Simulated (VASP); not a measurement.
# ZrPdSe4 (I422) in VASP: further runs

Runs on ZrPdSe4. Level: PBE. Tasks: single point.

Everything below comes from runs of VASP 6.6.1. Logs are shortened: lines on timing, memory, paths and dates and some standing lists are left out, and cuts for length are marked.

## 1. The cell of the first run

It takes space group I422 (No. 97, tetragonal). Conventional cell: a = 6.836 Å, b = 6.836 Å, c = 5.483 Å, α = 90.00°, β = 90.00°, γ = 90.00°. Within 3.6 Å of Zr (site symmetry 422) lie 2 Pd at 2.74 Å and 8 Se at 2.90 Å. Within 3.6 Å of Pd (site symmetry 422) lie 2 Zr at 2.74 Å and 8 Se at 2.90 Å. Se (site symmetry 2) has 2 Zr at 2.90 Å and 2 Pd at 2.90 Å and 11 Se at 3.15 to 3.62 Å within 3.8 Å.

The cell was built from a structure type or drawn by symmetry, and may not be a known phase.

## 2. Single point, PBE

File INCAR:

```
  ALGO = Normal
  EDIFF = 1E-6
  ENCUT = 520
  GGA = PE
  ISIF = 2
  ISMEAR = 0
  LASPH = T
  LCHARG = F
  LREAL = F
  LWAVE = F
  NBANDS = 32
  NELM = 80
  PREC = Accurate
  SIGMA = 0.1
```

File KPOINTS:

```
k-points
0
Gamma
  4 4 4
```

File POSCAR:

```
ZrPdSe4
1.0
   -3.4181966500      3.4181966500      2.7413183500
    3.4181966500     -3.4181966500      2.7413183500
    3.4181966500      3.4181966500     -2.7413183500
Zr Pd Se
1 1 4
Direct
    0.0000000000      0.0000000000      0.0000000000
    0.5000000000      0.5000000000      0.0000000000
    0.9129716200      0.4129716200      0.8259432300
    0.5870283800      0.0870283800      0.1740567700
    0.0870283800      0.9129716200      0.5000000000
    0.4129716200      0.5870283800      0.5000000000
```

Potentials or basis: VASP PAW PBE potentials, release 64 (Zr_sv, Pd, Se).

Run with:

```
> cat potpaw_PBE.64/Zr_sv/POTCAR potpaw_PBE.64/Pd/POTCAR potpaw_PBE.64/Se/POTCAR > POTCAR
> mpirun -np 1 vasp_std > vasp.out
```

OUTCAR:

```text
EDIFF = 1E-6
   ENCUT = 520
   GGA = PE
   ISIF = 2
   ISMEAR = 0
   LASPH = T
   LREAL = F
   NELM = 80
   PREC = Accurate

 ion  position               nearest neighbor table
   1  0.000  0.000  0.000-   2 2.74   2 2.74   5 2.90   5 2.90   6 2.90   6 2.90   4 2.90   3 2.90
                             4 2.90   3 2.90
   2  0.500  0.500  0.000-   1 2.74   1 2.74   6 2.90   6 2.90   5 2.90   5 2.90   3 2.90   4 2.90
                             4 2.90   3 2.90
   3  0.913  0.413  0.826-   2 2.90   1 2.90   1 2.90   2 2.90
   4  0.587  0.087  0.174-   2 2.90   1 2.90   1 2.90   2 2.90
   5  0.087  0.913  0.500-   2 2.90   1 2.90   1 2.90   2 2.90
   6  0.413  0.587  0.500-   1 2.90   2 2.90   2 2.90   1 2.90

  LATTYP: Found a body centered tetragonal cell.
 ALAT       =     6.8363933000
 C/A-ratio  =     0.8019779523

  Lattice vectors:

 A1 = (  -3.4181966500,   3.4181966500,   2.7413183500)
 A2 = (   3.4181966500,  -3.4181966500,   2.7413183500)
 A3 = (   3.4181966500,   3.4181966500,  -2.7413183500)

Analysis of symmetry for initial positions (statically):
=====================================================================
 Subroutine PRICEL returns:
 Original cell was already a primitive cell.

 Routine SETGRP: Setting up the symmetry group for a
 body centered tetragonal supercell.

 Subroutine GETGRP returns: Found  8 space group operations
 (whereof  8 operations were pure point group operations)
 out of a pool of 16 trial point group operations.

The static configuration has the point symmetry D_4 .

Analysis of symmetry for dynamics (positions and initial velocities):
=====================================================================
 Subroutine PRICEL returns:
 Original cell was already a primitive cell.

 Routine SETGRP: Setting up the symmetry group for a
 body centered tetragonal supercell.

 Subroutine GETGRP returns: Found  8 space group operations
 (whereof  8 operations were pure point group operations)
 out of a pool of 16 trial point group operations.

The dynamic configuration has the point symmetry D_4 .

 Subroutine INISYM returns: Found  8 space group operations
 (whereof  8 operations are pure point group operations),
 and found     1 'primitive' translations

[... 88 lines left out ...]
   ENCUT  =  520.0 eV  38.22 Ry    6.18 a.u.  10.33 10.33 10.33*2*pi/ulx,y,z
   NELM   =     80;   NELMIN=  2; NELMDL= -5     # of ELM steps
   EDIFF  = 0.1E-05   stopping-criterion for ELM
   LREAL  =      F    real-space projection
   EDIFFG = 0.1E-04   stopping-criterion for IOM
   NSW    =      0    number of steps for IOM
   IBRION =     -1    ionic relax: 0-MD 1-quasi-New 2-CG
   NFREE  =      0    steps in history (QN), initial steepest desc. (CG)
   ISIF   =      2    stress and relaxation
   ISYM   =      2    0-nonsym 1-usesym 2-fastsym
   POTIM  = 0.5000    time-step for ionic-motion
   TEBEG  =    0.0;   TEEND  =   0.0 temperature during run
   PSTRESS=    0.0 pullay stress
   NELECT =      46.0000    total number of electrons
   NUPDOWN=      -1.0000    fix difference up-down
   EMIN   =  10.00;   EMAX   =-10.00  energy-range for DOS
   EFERMI =   0.00;   METHOD = LEGACY
   ISMEAR =     0;   SIGMA  =   0.10  broadening in eV -4-tet -1-fermi 0-gaus
   EFERMI_NEDOS =   21; number of points for ismear=-14 and -15
   IALGO  =     38    algorithm
   IMIX   =      4    mixing-type and parameters
     AMIX     =   0.40;   BMIX     =  1.00
     AMIX_MAG =   1.60;   BMIX_MAG =  1.00
  volume/ion in A,a.u.               =      21.35       144.10
  Fermi-wavevector in a.u.,A,eV,Ry     =   1.163562  2.198814 18.420614  1.353877
  Thomas-Fermi vector in A             =   2.300110
   LORBIT       =      0    0 simple, 1 ext, 2 COOP (PROOUT), +10 PAW based schemes
   GGA     = PE    functional components
   LHFCALC =     F    Hartree Fock is set to
   AEXX    =    0.0000 exact exchange contribution
   IVDW    =     0    specifies the selected vdW correction
   LEPSILON=     F    determine dielectric tensor
   LRPA    =     F    only Hartree local field effects (RPA)
 non-spin polarized calculation
 Gauss-broadening in eV      SIGMA  =   0.10
  energy-cutoff  :      520.00
  volume of cell :      128.12
 maximum number of plane-waves:      3470
 NGX is ok and might be reduce to    42
   NGX = 21   NGY = 21   NGZ = 21

 number of electron      46.0000002 magnetization

 Free energy of the ion-electron system (eV)
  ---------------------------------------------------
  ext. energy  EPLUGINS =         0.00000000
  ---------------------------------------------------
  free energy    TOTEN  =       -29.70315055 eV

  energy without entropy =      -29.68290351  energy(sigma->0) =      -29.69302703

 E-fermi :   5.9461     XC(G=0): -10.5608

 val. band max:        5.8777825808   @ k =   0.0000   0.0000   0.0000
 cond. band min:       6.0017962514   @ k =   0.5000   0.5000   0.5000
 fundamental gap:      0.1240136707
 Fermi energy:         5.9461463404

 k-point     1 :       0.0000    0.0000    0.0000
  band No.  band energies     occupation
      1     -43.8010      2.00000
      2     -21.8166      2.00000
      3     -21.8166      2.00000
      4     -21.8014      2.00000
      5      -8.4841      2.00000
      6      -6.7505      2.00000
[... 444 lines left out ...]
     31      10.8780      0.00000
     32      12.7845      0.00000

------------------------ aborting loop because EDIFF is reached ----------------------------------------

  FORCE on cell =-STRESS in cart. coord.  units (eV):
  Direction    XX          YY          ZZ          XY          YZ          ZX
  --------------------------------------------------------------------------------------
  -------------------------------------------------------------------------------------
  Total       -5.8237696     -5.8237696      2.8928208      0.0000000      0.0000000      0.0000000
  in kB      -72.8284746    -72.8284746     36.1758346      0.0000000      0.0000000      0.0000000
  external PRESSURE =     -36.4937049 kB  Pullay stress =       0.0000000 kB

 VOLUME and BASIS-vectors are now :
 -----------------------------------------------------------------------------
  energy-cutoff  :      520.00
  volume of cell :      128.12
      direct lattice vectors                 reciprocal lattice vectors
    -3.418196650  3.418196650  2.741318350     0.000000000  0.146275961  0.182393993
     3.418196650 -3.418196650  2.741318350     0.146275961  0.000000000  0.182393993
     3.418196650  3.418196650 -2.741318350     0.146275961  0.146275961  0.000000000

 POSITION                                       TOTAL-FORCE (eV/Angst)
 -----------------------------------------------------------------------------------
      0.00000      0.00000      0.00000         0.000000     -0.000000      0.000000
      0.00000      0.00000      2.74132        -0.000000     -0.000000      0.000000
      1.11414      4.53233      1.37066        -0.029045     -0.029045     -0.000000
     -1.11414      2.30406      1.37066         0.029045      0.029045      0.000000
      4.53233     -1.11414      1.37066        -0.029045      0.029045      0.000000
      2.30406      1.11414      1.37066         0.029045     -0.029045      0.000000
 -----------------------------------------------------------------------------------
    total drift:                                0.000000     -0.000000     -0.000000

  FREE ENERGIE OF THE ION-ELECTRON SYSTEM (eV)
  ---------------------------------------------------
  free  energy   TOTEN  =       -29.7031505472 eV

  energy  without entropy=      -29.6829035068  energy(sigma->0) =      -29.69302703
```

stdout:

```text
POSCAR found type information on POSCAR ZrPdSe
 POSCAR found :  3 types and       6 ions
 scaLAPACK will be used
 LDA part: xc-table for (Slater+PW92), standard interpolation
 POSCAR, INCAR and KPOINTS ok, starting setup
 FFT: planning ... GRIDC
 FFT: planning ... GRID_SOFT
 FFT: planning ... GRID
 WAVECAR not read
 entering main loop
```

It took 57 s on 1 thread of Intel Xeon Platinum 8488C (Sapphire Rapids), shared host; peak memory 0.27 GiB.

Results:

* Free energy: -29.7032 eV
* Pressure: -3.6 GPa
* Largest force: 0.041 eV/Å
* Band gap on the k mesh: zero (bands 23 and 24 overlap by 0.48 eV)

Forces on the atoms (eV/Å):
```
Zr   0.000  0.000  0.000
Pd   0.000  0.000  0.000
Se  -0.029 -0.029  0.000
Se   0.029  0.029  0.000
Se  -0.029  0.029  0.000
Se   0.029 -0.029  0.000
```

Levels at points of the mesh, in eV from the Fermi level:
```tsv
k point	band 19	band 20	band 21	band 22	band 23	band 24	band 25	band 26	band 27	band 28
(0.00, 0.00, 0.00)	-2.22	-2.22	-1.88	-0.33	-0.07	0.30	0.30	1.13	2.27	2.32
(0.50, 0.00, 0.00)	-1.80	-1.62	-1.48	-0.79	-0.51	0.13	0.42	1.16	2.10	2.10
(0.50, 0.50, 0.00)	-2.28	-1.63	-0.93	-0.85	-0.17	0.23	0.44	1.78	2.05	2.60
(0.50, 0.50, 0.50)	-1.39	-1.10	-0.60	-0.60	0.06	0.06	0.36	1.03	2.45	2.75
```

Caveat: the k points lie up to 0.37 Å⁻¹ apart.

## 3. Single point, PBE

This run uses another cell than the first one, of 20.23 Å³/atom.

File INCAR:

```
PREC = Accurate
ENCUT = 520
EDIFF = 1E-7
ISMEAR = 0
SIGMA = 0.1
LREAL = F
LASPH = T
NELM = 100
ALGO = Normal
ISIF = 2
LWAVE = F
LCHARG = F
GGA = PE
NBANDS = 32
```

File KPOINTS:

```
regular mesh
0
Gamma
  10 10 10
```

File POSCAR:

```
ZrPdSe4
1.0
   -3.0928617200      3.0928617200      3.1719481971
    3.0928617200     -3.0928617200      3.1719481971
    3.0928617200      3.0928617200     -3.1719481971
Zr Pd Se
1 1 4
Direct
    0.0000000000      0.0000000000      0.0000000000
    0.5000000000      0.5000000000      0.0000000000
    0.9166554075      0.4166554075      0.8333108151
    0.5833445925      0.0833445925      0.1666891849
    0.0833445925      0.9166554075      0.5000000000
    0.4166554075      0.5833445925      0.5000000000
```

Potentials or basis: VASP PAW PBE potentials, release 64 (Zr_sv, Pd, Se).

Run with:

```
> cat potpaw_PBE.64/Zr_sv/POTCAR potpaw_PBE.64/Pd/POTCAR potpaw_PBE.64/Se/POTCAR > POTCAR
> mpirun -np 1 vasp_std > vasp.out
```

Run time: 5.5 min. Hardware: 1 thread of Intel Xeon Platinum 8488C (Sapphire Rapids), shared host; peak memory 0.52 GiB.

It converged, with:

```yaml
Free_energy: -30.6759 eV
Pressure: 0.1 GPa
Band_gap_on_the_k_mesh: zero (bands 23 and 24 overlap by 1.12 eV)
```

Forces in eV/Å, atoms in the order of the input:
```
Zr   0.000  0.000  0.000
Pd   0.000  0.000  0.000
Se  -0.002 -0.002  0.000
Se   0.002  0.002  0.000
Se  -0.002  0.002  0.000
Se   0.002 -0.002  0.000
```

Levels at points of the mesh, in eV from the Fermi level:
```
           k point  band 21  band 22  band 23  band 24  band 25  band 26
(0.00, 0.00, 0.00)    -2.17    -0.91     0.06     0.39     0.81     0.81
(0.50, 0.00, 0.00)    -1.72    -0.87    -0.84     0.32     0.40     1.31
(0.50, 0.50, 0.00)    -2.06    -0.76    -0.56     0.19     0.55     1.80
(0.50, 0.50, 0.50)    -0.46    -0.46     0.72     0.96     0.96     1.11
```
